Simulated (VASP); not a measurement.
# PN (P4/mmm) in VASP: further runs

Runs on PN. Level: PBE+D3(BJ). Tasks: relaxation of cell and atoms, single point.

All numbers are computed with VASP 6.6.1; they aren't measurements. Logs are shortened: lines on timing, memory, paths and dates and some standing lists are left out, and cuts for length are marked.

## Step 1: The cell of the first run

The structure is tetragonal, space group P4/mmm (No. 123). The conventional cell has a = 2.997 Å, b = 2.997 Å, c = 3.928 Å, α = 90.00°, β = 90.00°, γ = 90.00°. P (site symmetry 4/mmm) has 4 N at 2.12 Å within 2.8 Å. N (site symmetry 4/mmm) has 4 P at 2.12 Å within 2.8 Å.

## Step 2: Relaxation of cell and atoms, PBE+D3(BJ)

INCAR reads:

```
PREC     = Accurate       # precision mode
ENCUT    = 600            # plane-wave cutoff, eV
EDIFF    = 1E-6           # SCF threshold, eV
ISMEAR   = 0              # smearing method
SIGMA    = 0.1            # smearing width, eV
LREAL    = F              # projectors in reciprocal space
LASPH    = T              # aspherical terms in the spheres
NELM     = 80             # most SCF steps
ALGO     = Normal         # electronic algorithm
ISIF     = 3              # what is computed and relaxed
LWAVE    = F              # write WAVECAR
LCHARG   = F              # write CHGCAR
GGA      = PE             # functional
IVDW     = 12             # dispersion correction
IBRION   = 2              # ionic algorithm
NSW      = 90             # ionic steps
EDIFFG   = -0.04          # ionic threshold
```

KPOINTS reads:

```
Automatic mesh
0
Gamma
  6 6 4
```

POSCAR reads:

```
PN
1.0
    2.9973376000      0.0000000000      0.0000000000
    0.0000000000      2.9973376000      0.0000000000
    0.0000000000      0.0000000000      3.9275320600
P N
1 1
Direct
    0.0000000000      0.0000000000      0.5000000000
    0.5000000000      0.5000000000      0.5000000000
```

Potentials or basis: VASP PAW PBE potentials, release 64 (P, N).

Command:

```console
$ cat potpaw_PBE.64/P/POTCAR potpaw_PBE.64/N/POTCAR > POTCAR
$ mpirun -np 1 vasp_std > vasp.out
```

OUTCAR:

```text
PREC = Accurate
   ENCUT = 600
   EDIFF = 1E-6
   ISMEAR = 0
   LREAL = F
   LASPH = T
   NELM = 80
   ISIF = 3
   GGA = PE
   IVDW = 12
   IBRION = 2
   NSW = 90
   EDIFFG = -0.04
 IVDW          = 12

 ion  position               nearest neighbor table
   1  0.000  0.000  0.500-   2 2.12   2 2.12   2 2.12   2 2.12
   2  0.500  0.500  0.500-   1 2.12   1 2.12   1 2.12   1 2.12

  LATTYP: Found a simple tetragonal cell.
 ALAT       =     2.9973376000
 C/A-ratio  =     1.3103402366

  Lattice vectors:

 A1 = (   2.9973376000,   0.0000000000,   0.0000000000)
 A2 = (   0.0000000000,   2.9973376000,   0.0000000000)
 A3 = (   0.0000000000,   0.0000000000,   3.9275320600)

Analysis of symmetry for initial positions (statically):
=====================================================================
 Subroutine PRICEL returns:
 Original cell was already a primitive cell.

 Routine SETGRP: Setting up the symmetry group for a
 simple tetragonal supercell.

 Subroutine GETGRP returns: Found 16 space group operations
 (whereof 16 operations were pure point group operations)
 out of a pool of 16 trial point group operations.

The static configuration has the point symmetry D_4h.

Analysis of symmetry for dynamics (positions and initial velocities):
=====================================================================
 Subroutine PRICEL returns:
 Original cell was already a primitive cell.

 Routine SETGRP: Setting up the symmetry group for a
 simple tetragonal supercell.

 Subroutine GETGRP returns: Found 16 space group operations
 (whereof 16 operations were pure point group operations)
 out of a pool of 16 trial point group operations.

The dynamic configuration has the point symmetry D_4h.

 Subroutine INISYM returns: Found 16 space group operations
 (whereof 16 operations are pure point group operations),
 and found     1 'primitive' translations

----------------------------------------------------------------------------------------

                                     Primitive cell

  volume of cell :      35.2851

  direct lattice vectors                    reciprocal lattice vectors
     2.997337600  0.000000000  0.000000000     0.333629418  0.000000000  0.000000000
     0.000000000  2.997337600  0.000000000     0.000000000  0.333629418  0.000000000
     0.000000000  0.000000000  3.927532060     0.000000000  0.000000000  0.254612817

  length of vectors
     2.997337600  2.997337600  3.927532060     0.333629418  0.333629418  0.254612817

  position of ions in fractional coordinates (direct lattice)
     0.000000000  0.000000000  0.500000000
     0.500000000  0.500000000  0.500000000

  ion indices of the primitive-cell ions
   primitive index   ion index
                 1           1
                 2           2

----------------------------------------------------------------------------------------

 KPOINTS: Automatic mesh

Automatic generation of k-mesh.
 Grid dimensions read from file:
 generate k-points for:    6    6    4

 Generating k-lattice:

  Cartesian coordinates                     Fractional coordinates (reciprocal lattice)
     0.055604903  0.000000000  0.000000000     0.166666667  0.000000000  0.000000000
     0.000000000  0.055604903  0.000000000     0.000000000  0.166666667  0.000000000
     0.000000000  0.000000000  0.063653204     0.000000000  0.000000000  0.250000000

  Length of vectors
     0.055604903  0.055604903  0.063653204

  Shift w.r.t. Gamma in fractional coordinates (k-lattice)
     0.000000000  0.000000000  0.000000000

 Subroutine IBZKPT returns following result:
 ===========================================

 Found     30 irreducible k-points:

 Following reciprocal coordinates:
            Coordinates               Weight
  0.000000  0.000000  0.000000      1.000000
  0.166667  0.000000  0.000000      4.000000
  0.333333  0.000000  0.000000      4.000000
  0.500000  0.000000  0.000000      2.000000
  0.166667  0.166667  0.000000      4.000000
  0.333333  0.166667  0.000000      8.000000
[... 16 lines left out ...]
[... 42 lines left out ...]
  ---------------------------------------------------
  free energy    TOTEN  =       -10.93228175 eV

  energy without entropy =      -10.92060522  energy(sigma->0) =      -10.92644349

 E-fermi :   2.9290     XC(G=0):  -8.9345

 val. band max:        2.9066991721   @ k =   0.1667   0.1667   0.2500
 cond. band min:       2.9401984250   @ k =   0.5000   0.5000   0.5000
 fundamental gap:      0.0334992529
 Fermi energy:         2.9289641330

 k-point     1 :       0.0000    0.0000    0.0000
  band No.  band energies     occupation
      1     -13.6498      2.00000
      2      -2.0965      2.00000
      3      -0.8598      2.00000
      4      -0.5984      2.00000
      5      -0.5984      2.00000
      6       6.3066      0.00000
      7       7.2440      0.00000
      8       9.2661      0.00000
      9      10.6048      0.00000
[... 975 lines left out ...]
 k-point    24 :       0.5000    0.0000    0.5000
  band No.  band energies     occupation
      1      -9.7979      2.00000
      2      -6.3137      2.00000
      3       2.8332      2.00000
      4       3.7652      2.00000
      5       4.0969      2.00000
      6      11.0538      0.00000
      7      11.3447      0.00000
      8      11.4439      0.00000
      9      17.0684      0.00000

 [... further k-points ...]

[... ionic steps 4 to 9 ...]

--------------------------------------- Ionic step       10  -------------------------------------------

 number of electron       9.9999999 magnetization

------------------------ aborting loop because EDIFF is reached ----------------------------------------

 Edisp (eV)   -0.72683

 E8    (eV) :    -0.2501

  FORCE on cell =-STRESS in cart. coord.  units (eV):
  Direction    XX          YY          ZZ          XY          YZ          ZX
  --------------------------------------------------------------------------------------
  -------------------------------------------------------------------------------------
  Total       0.09615     0.09615     0.17669     0.00000     0.00000    -0.00000
  in kB       8.40342     8.40342    15.44269     0.00000     0.00000    -0.00000
  external pressure =       10.75 kB  Pullay stress =        0.00 kB
[... 50 lines left out ...]
 POSITION                                       TOTAL-FORCE (eV/Angst)
 -----------------------------------------------------------------------------------
      0.00000      2.66545      1.31856        -0.000000     -0.000000      0.000000
      1.33272      1.33272      1.31856         0.000000      0.000000      0.000000
 -----------------------------------------------------------------------------------
    total drift:                                0.000000     -0.000000     -0.000000

  FREE ENERGIE OF THE ION-ELECTRON SYSTEM (eV)
  ---------------------------------------------------
  free  energy   TOTEN  =       -12.7555845292 eV

  energy  without entropy=      -12.7530718130  energy(sigma->0) =      -12.75432817

--------------------------------------- Ionic step       12  -------------------------------------------

 number of electron       9.9999999 magnetization

 Free energy of the ion-electron system (eV)
  ---------------------------------------------------
  ext. energy  EPLUGINS =         0.00000000
  ---------------------------------------------------
  free energy    TOTEN  =       -12.03612002 eV

  energy without entropy =      -12.03338867  energy(sigma->0) =      -12.03475434

 E-fermi :  10.9919     XC(G=0): -12.3181

 val. band max:       10.8767689658   @ k =   0.5000   0.1667   0.5000
 cond. band min:      11.0806969256   @ k =   0.1667   0.1667   0.2500
 fundamental gap:      0.2039279598
 Fermi energy:        10.9919373769

 k-point     1 :       0.0000    0.0000    0.0000
  band No.  band energies     occupation
      1     -10.5869      2.00000
      2       5.0054      2.00000
      3       5.0054      2.00000
      4       6.5229      2.00000
      5       7.8189      2.00000
      6      14.5999      0.00000
      7      18.0067      0.00000
      8      18.7626      0.00000
      9      21.2048      0.00000
[... 302 lines left out ...]
 POSITION                                       TOTAL-FORCE (eV/Angst)
 -----------------------------------------------------------------------------------
      0.00000      0.00000      1.30947        -0.000000     -0.000000      0.000000
      1.32770      1.32770      1.30947         0.000000      0.000000      0.000000
 -----------------------------------------------------------------------------------
    total drift:                                0.000000     -0.000000     -0.000000

  FREE ENERGIE OF THE ION-ELECTRON SYSTEM (eV)
  ---------------------------------------------------
  free  energy   TOTEN  =       -12.7575083179 eV

  energy  without entropy=      -12.7547769637  energy(sigma->0) =      -12.75614264

 reached required accuracy - stopping structural energy minimisation
```

Run time: 30 s. Hardware: 1 thread of Intel Xeon 6975P-C (Granite Rapids), shared host; peak memory 0.16 GiB.

Results:

| Property | Result |
| --- | --- |
| Free energy | -12.7575 eV |
| Relaxed volume | 9.23 Å³/atom |
| Relaxed cell | a = 2.655 Å, b = 2.655 Å, c = 2.619 Å, α = 90.00°, β = 90.00°, γ = 90.00° |
| Space group after relaxing (to 0.05 Å) | P4/mmm (No. 123) |
| Energy gained by relaxing | 737.6 meV/atom |
| Ionic steps | 12 |
| Pressure after relaxing | -0.2 GPa |
| Band gap on the k mesh | zero (band 5 reaches 11.71 eV, above the bottom of band 6 at 6.81 eV) |
| Dispersion energy per atom | -0.361 eV |

Step by step:
```csv
step,energy change (eV),largest force (eV/Å),pressure (GPa),volume (Å³)
1,0.0000,0.0000,-19.08,35.29
2,-0.5020,0.0000,13.50,25.47
3,-0.7006,0.0000,-2.66,28.21
4,-0.7004,0.0000,-1.98,28.08
5,-0.7598,0.0000,-2.19,26.97
6,-1.0401,0.0000,-2.42,23.69
7,-1.4347,0.0000,6.41,17.35
8,-1.4642,0.0000,-0.76,19.10
9,-1.4749,0.0000,0.29,18.52
10,-1.4746,0.0000,1.07,18.33
11,-1.4732,0.0000,-2.61,18.74
12,-1.4751,0.0000,-0.20,18.47
```

Final structure:
```xyz
2
Lattice="2.6554 0.0000 0.0000 0.0000 2.6554 0.0000 0.0000 0.0000 2.6189" Properties=species:S:1:pos:R:3 pbc="T T T"
P     0.0000    0.0000    1.3095
N     1.3277    1.3277    1.3095
```

Levels at points of the mesh, in eV from the Fermi level:
```csv
k point,band 2,band 3,band 4,band 5,band 6,band 7,band 8,band 9
"(0.00, 0.00, 0.00)",-5.99,-5.99,-4.47,-3.17,3.61,7.01,7.77,10.21
"(0.50, 0.00, 0.00)",-15.54,-4.06,-1.25,0.72,2.68,2.75,4.12,12.09
"(0.50, 0.50, 0.00)",-11.56,-11.56,-9.85,-0.19,6.24,10.13,10.13,12.67
"(0.00, 0.00, 0.50)",-10.52,-5.22,-5.22,-0.71,1.79,5.42,10.88,11.73
"(0.50, 0.00, 0.50)",-13.47,-6.12,-5.80,-3.58,4.27,4.61,5.06,9.91
"(0.50, 0.50, 0.50)",-10.36,-10.36,-6.39,-3.87,-3.28,3.02,3.02,12.76
```

Caveat: the k points lie up to 0.60 Å⁻¹ apart in the final cell; the volume moved by over 15 % at a fixed basis, so the end points are rough.

## Step 3: Single point, PBE+D3(BJ), collinear spin, ferromagnetic start

INCAR reads:

```
SYSTEM = PN
  ALGO = Normal
  EDIFF = 1E-6
  ENCUT = 520
  GGA = PE
  ISIF = 2
  ISMEAR = 0
  ISPIN = 2
  IVDW = 12
  LASPH = .True.
  LCHARG = .True.
  LELF = .True.
  LORBIT = 11
  LREAL = .False.
  LVHAR = .True.
  LWAVE = .False.
  MAGMOM = 0 1
  NBANDS = 16
  NELM = 150
  PREC = Accurate
  SIGMA = 0.1
```

KPOINTS reads:

```
k-points
0
Gamma
  6 6 4
  0 0 0
```

POSCAR is that of step 2.

Potentials or basis: VASP PAW PBE potentials, release 64 (P, N).

Command:

```console
$ cat potpaw_PBE.64/P/POTCAR potpaw_PBE.64/N/POTCAR > POTCAR
$ mpirun -np 1 vasp_std > vasp.out
```

Wall time 14 s (1 thread of Intel Xeon 6975P-C (Granite Rapids), shared host); peak memory 0.17 GiB.

It converged, with:

```yaml
Free_energy: -11.2805 eV
Pressure: -19.0 GPa
Band_gap_on_the_k_mesh: zero (filled and empty bands overlap)
Net_moment: -0.03 μB per cell
Valence_electrons_inside_the_program's_atomic_spheres: P 2.19; N 3.51
Dispersion_energy_per_atom: -0.175 eV
```

Stress tensor (GPa, compression positive):
```
-26.39   0.00   0.00
  0.00 -26.39   0.00
  0.00   0.00  -4.21
```

Levels at points of the mesh, in eV from the Fermi level:
Spin up:
| k point | band 2 | band 3 | band 4 | band 5 | band 6 | band 7 | band 8 | band 9 |
| --- | --- | --- | --- | --- | --- | --- | --- | --- |
| (0.00, 0.00, 0.00) | -5.01 | -3.78 | -3.51 | -3.51 | 3.39 | 4.32 | 6.34 | 7.69 |
| (0.50, 0.00, 0.00) | -11.36 | -1.84 | -1.47 | 0.08 | 1.53 | 1.91 | 2.64 | 8.18 |
| (0.50, 0.50, 0.00) | -8.06 | -7.21 | -7.21 | -0.64 | 1.39 | 8.07 | 8.07 | 8.98 |
| (0.00, 0.00, 0.50) | -5.19 | -4.70 | -3.47 | -3.47 | 2.53 | 6.59 | 7.80 | 7.80 |
| (0.50, 0.00, 0.50) | -11.17 | -2.19 | -1.82 | -1.61 | 1.93 | 2.19 | 2.75 | 8.67 |
| (0.50, 0.50, 0.50) | -7.82 | -7.11 | -7.11 | -1.06 | 0.02 | 6.33 | 6.33 | 8.56 |
Spin down:
```tsv
k point	band 3	band 4	band 5	band 6	band 7	band 8
(0.00, 0.00, 0.00)	-3.80	-3.54	-3.54	3.37	4.31	6.33
(0.50, 0.00, 0.00)	-1.88	-1.49	0.06	1.50	1.90	2.63
(0.50, 0.50, 0.00)	-7.23	-7.23	-0.65	1.36	8.04	8.04
(0.00, 0.00, 0.50)	-4.73	-3.49	-3.49	2.51	6.59	7.77
(0.50, 0.00, 0.50)	-2.20	-1.85	-1.63	1.90	2.18	2.74
(0.50, 0.50, 0.50)	-7.13	-7.13	-1.08	0.00	6.33	6.33
```

Caveat: the k points lie up to 0.40 Å⁻¹ apart.

## Step 4: Single point, PBE+D3(BJ)

This run uses another cell than the first one, of 9.31 Å³/atom, 0.528 times its volume.

INCAR reads:

```
SYSTEM = PN
ALGO = Normal
EDIFF = 1E-6
ENCUT = 520
GGA = PE
ISIF = 2
ISMEAR = 0
IVDW = 12
LASPH = .True.
LCHARG = .False.
LREAL = .False.
LWAVE = .False.
NBANDS = 12
NELM = 80
PREC = Accurate
SIGMA = 0.1
```

KPOINTS reads:

```
k-points
0
Gamma
  20 20 20
  0 0 0
```

POSCAR reads:

```
PN
1.0
    2.6555082070      0.0000000000      0.0000000000
    0.0000000000      2.6555082070      0.0000000000
    0.0000000000      0.0000000000      2.6415535621
P N
1 1
Direct
    0.0000000000      0.0000000000      0.5000000000
    0.5000000000      0.5000000000      0.5000000000
```

Command:

```console
$ cat potpaw_PBE.64/P/POTCAR potpaw_PBE.64/N/POTCAR > POTCAR
$ mpirun -np 1 vasp_std > vasp.out
```

Wall time 41 s (1 thread of Intel Xeon 6975P-C (Granite Rapids), shared host); peak memory 0.25 GiB.

Results (log left out):

```yaml
Free_energy: -12.7773 eV
Pressure: -0.7 GPa
Band_gap_on_the_k_mesh: zero (band 5 reaches 11.63 eV, above the bottom of band 6 at 6.96 eV)
Dispersion_energy_per_atom: -0.357 eV
```

Stress tensor (GPa, compression positive):
```
-0.97  0.00  0.00
 0.00 -0.97  0.00
 0.00  0.00 -0.20
```

Levels at points of the mesh, in eV from the Fermi level:
```csv
k point,band 2,band 3,band 4,band 5,band 6,band 7,band 8,band 9
"(0.00, 0.00, 0.00)",-5.65,-5.65,-4.07,-3.00,4.02,7.23,7.97,10.59
"(0.50, 0.00, 0.00)",-15.12,-3.76,-1.07,1.10,3.11,3.12,4.31,12.26
"(0.50, 0.50, 0.00)",-11.19,-11.19,-9.37,-0.01,6.44,10.43,10.43,12.57
"(0.00, 0.00, 0.50)",-10.08,-4.94,-4.94,-0.45,2.18,5.75,11.35,11.35
"(0.50, 0.00, 0.50)",-13.15,-5.75,-5.30,-3.31,4.62,4.92,5.32,10.25
"(0.50, 0.50, 0.50)",-10.05,-10.05,-6.06,-3.53,-2.76,3.46,3.46,13.03
```

Caveat: pairwise dispersion overbinds metals, which lowers pressure and volume.

## Step 5: Relaxation of cell and atoms, PBE+D3(BJ)

This run uses another cell than the first one, of 9.31 Å³/atom, 0.528 times its volume.

INCAR reads:

```
SYSTEM = PN
  ALGO = Normal
  EDIFF = 1E-6
  EDIFFG = -0.01
  ENCUT = 600
  GGA = PE
  IBRION = 2
  ISIF = 3
  ISMEAR = 0
  IVDW = 12
  LASPH = .True.
  LCHARG = .False.
  LREAL = .False.
  LWAVE = .False.
  NELM = 100
  NSW = 100
  PREC = Accurate
  SIGMA = 0.1
```

KPOINTS is that of step 4.

POSCAR is that of step 4.

Command:

```console
$ cat potpaw_PBE.64/P/POTCAR potpaw_PBE.64/N/POTCAR > POTCAR
$ mpirun -np 1 vasp_std > vasp.out
```

Run time: 86 s. Hardware: 1 thread of Intel Xeon 6975P-C (Granite Rapids), shared host; peak memory 0.28 GiB.

It converged, with:

```yaml
Free_energy: -12.7799 eV
Relaxed_volume: 9.27 Å³/atom
Relaxed_cell: a = 2.651 Å, b = 2.651 Å, c = 2.638 Å, α = 90.00°, β = 90.00°, γ = 90.00°
Space_group_after_relaxing_to_0.05_Å: P4/mmm (No. 123)
Energy_gained_by_relaxing: 0.1 meV/atom
Ionic_steps: 4
Pressure_after_relaxing: 0.0 GPa
Band_gap_on_the_k_mesh: zero (band 5 reaches 11.75 eV, above the bottom of band 6 at 7.01 eV)
Dispersion_energy_per_atom: -0.359 eV
```

The path:
| step | energy change (eV) | largest force (eV/Å) | pressure (GPa) | volume (Å³) |
| --- | --- | --- | --- | --- |
| 1 | 0.0000 | 0.0000 | -0.83 | 18.63 |
| 2 | 0.0000 | 0.0000 | 0.69 | 18.50 |
| 3 | -0.0002 | 0.0000 | -0.08 | 18.56 |
| 4 | -0.0002 | 0.0000 | -0.03 | 18.55 |

Final structure:
```
P N
1.0
     2.65149    0.00000    0.00000
     0.00000    2.65149    0.00000
     0.00000    0.00000    2.63827
P N
1 1
Direct
  0.00000 0.00000 0.50000
  0.50000 0.50000 0.50000
```

Levels at points of the mesh, in eV from the Fermi level:
| k point | band 2 | band 3 | band 4 | band 5 | band 6 | band 7 | band 8 | band 9 |
| --- | --- | --- | --- | --- | --- | --- | --- | --- |
| (0.00, 0.00, 0.00) | -5.68 | -5.68 | -4.05 | -3.03 | 3.99 | 7.23 | 8.00 | 10.63 |
| (0.50, 0.00, 0.00) | -15.17 | -3.79 | -1.10 | 1.10 | 3.12 | 3.14 | 4.32 | 12.26 |
| (0.50, 0.50, 0.00) | -11.25 | -11.25 | -9.38 | -0.03 | 6.47 | 10.46 | 10.46 | 12.59 |
| (0.00, 0.00, 0.50) | -10.13 | -4.97 | -4.97 | -0.39 | 2.19 | 5.73 | 11.35 | 11.35 |
| (0.50, 0.00, 0.50) | -13.19 | -5.79 | -5.33 | -3.34 | 4.64 | 4.95 | 5.36 | 10.26 |
| (0.50, 0.50, 0.50) | -10.10 | -10.10 | -6.04 | -3.56 | -2.77 | 3.43 | 3.43 | 13.09 |

Caveat: pairwise dispersion overbinds metals, which lowers pressure and volume.

## Step 6: Summary

| task | spin | cell | k mesh | cutoff (eV) | gap on the mesh (eV) | pressure (GPa) | relaxed volume (Å³/atom) |
| --- | --- | --- | --- | --- | --- | --- | --- |
| relaxation of cell and atoms | off | relaxed from a = 2.997, b = 2.997, c = 3.928 Å, 2 atoms | 6 × 6 × 4 | 600 | none | -0.2 | 9.23 |
| single point | collinear, ferromagnetic start | a = 2.997, b = 2.997, c = 3.928 Å, 2 atoms | 6 × 6 × 4 | 520 | none | -19.0 | - |
| single point | off | a = 2.656, b = 2.656, c = 2.642 Å, 2 atoms | 20 × 20 × 20 | 520 | none | -0.7 | - |
| relaxation of cell and atoms | off | relaxed from a = 2.656, b = 2.656, c = 2.642 Å, 2 atoms | 20 × 20 × 20 | 600 | none | 0.0 | 9.27 |

Alike in all rows: level PBE+D3(BJ); potentials or basis VASP PAW PBE potentials, release 64 (P, N); smearing gaussian 0.1 eV.

Caveats: some runs use coarse meshes; pairwise dispersion overbinds metals, which lowers pressure and volume (some runs); the volume moved by over 15 % at a fixed basis, so the end points are rough (some runs).

Total energies depend on the potentials used, so only differences within one code and one set of settings carry meaning.
